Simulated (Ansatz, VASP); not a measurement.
**Two plane-wave programs on Hf**

```
Hf
1.0
     0.00000    2.24240    2.24240
     2.24240    0.00000    2.24240
     2.24240    2.24240    0.00000
Hf
1
Direct
  0.00000 0.00000 0.00000
```

Alike in both runs: functional PBE; k mesh 13 × 13 × 13; occupations fermi-dirac, width 0.05 eV; no spin polarisation.

Ansatz relaxed the structure, and its values are those at the end. VASP's run is a single point on that final structure, the one shown.

```csv
,VASP,Ansatz
version,VASP 6.6.1,Ansatz 0.2.0
potentials or method,"VASP PAW PBE potentials, release 64 (Hf_pv)","PAW with Ansatz's default frozen-core files, scalar-relativistic"
plane-wave cutoff (eV),520,420
valence electrons in the cell,10,26
```

Ansatz gave:

```
pressure (GPa) : 0.0
```

Question: Which values does VASP return?

Answer: Pressure (GPa): -0.4.

With one functional, cell and mesh, what is left measures potentials, basis and numerics. VASP's potentials hold 10 valence electrons a cell and Ansatz's 26, so a difference there can come from the potentials and not from the codes.

Neither program's run includes spin-orbit coupling.
